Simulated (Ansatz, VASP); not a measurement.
## Two plane-wave programs on SrO

```
CELL_PARAMETERS angstrom
0.00000 2.60000 2.60000
2.60000 0.00000 2.60000
2.60000 2.60000 0.00000
ATOMIC_POSITIONS crystal
Sr 0.00000 0.00000 0.00000
O 0.50000 0.50000 0.50000
```

Alike in both runs: task single point; functional r2SCAN; k mesh 6 × 6 × 6; occupations fermi-dirac, width 0.02 eV; no spin polarisation.

|  | VASP | Ansatz |
| --- | --- | --- |
| version | VASP 6.6.1 | Ansatz 0.2.0 development build |
| potentials or method | VASP PAW PBE potentials, release 64 (Sr_sv, O) | plane waves, PAW datasets (generated hard set |
| plane-wave cutoff (eV) | 520 | 700 |
| valence electrons in the cell | 16 | 16 |

|  | VASP | Ansatz | Ansatz less VASP |
| --- | --- | --- | --- |
| gap on the k mesh at the Fermi level (eV) | 3.76 | 3.81 | +0.050 |

VASP's potentials were made for PBE, not for r2SCAN. The functional is the same, so the differences come from potentials, cutoffs and numerics.
